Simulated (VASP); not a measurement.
Write the native input for VASP 6.6.1 that does the following.

```
Task                   : relaxation of the atoms
Functional             : LDA
Potentials or basis    : VASP PAW LDA potentials, release 64 (Cd)
Cutoff                 : 520 eV
k mesh                 : 13 × 13 × 1
Occupations            : fermi-dirac, width 0.08 eV
Spin                   : no spin polarisation
Dipole correction      : yes
Further INCAR settings : ALGO = Normal; EDIFF = 1e-06; IBRION = 2; EDIFFG = -0.01; NSW = 60
```

The structure of Cd lies in POSCAR:

```
Cd
1.0
    2.9258525262      0.0000000000      0.0000000000
   -1.4629262631      2.5338626154      0.0000000000
    0.0000000000      0.0000000000     18.6812000000
Cd
2
Direct
    0.8333333330      0.1666666670      0.4282369148
    0.1666666670      0.8333333330      0.5717630852
```

These files were run (other wordings do the same):

INCAR

```
SYSTEM = Cd
PREC = Accurate ; ENCUT = 520
EDIFF = 1E-6 ; ISMEAR = -1
SIGMA = 0.08 ; LREAL = .False.
LASPH = .True. ; NELM = 80
ALGO = Normal ; ISIF = 2
LWAVE = .False. ; LCHARG = .False.
LDIPOL = .True. ; IDIPOL = 3
DIPOL = 0.5 0.5 0.500 ; IBRION = 2
NSW = 60 ; EDIFFG = -0.01
```

KPOINTS

```
Automatic mesh
0
Gamma
  13 13 1
  0 0 0
```

Potentials or basis: VASP PAW LDA potentials, release 64 (Cd).

Run with:

```sh
$ cat potpaw_LDA.64/Cd/POTCAR > POTCAR
$ mpirun -np 1 vasp_std > vasp.out
```

It gave:

- Band gap on the k mesh: zero (bands 12 and 13 overlap by 3.00 eV)

Run time: 71 s on 1 thread of AMD EPYC 7R43 64-Core Processor (Zen 3), with other jobs on the host, peak memory 0.19 GiB.
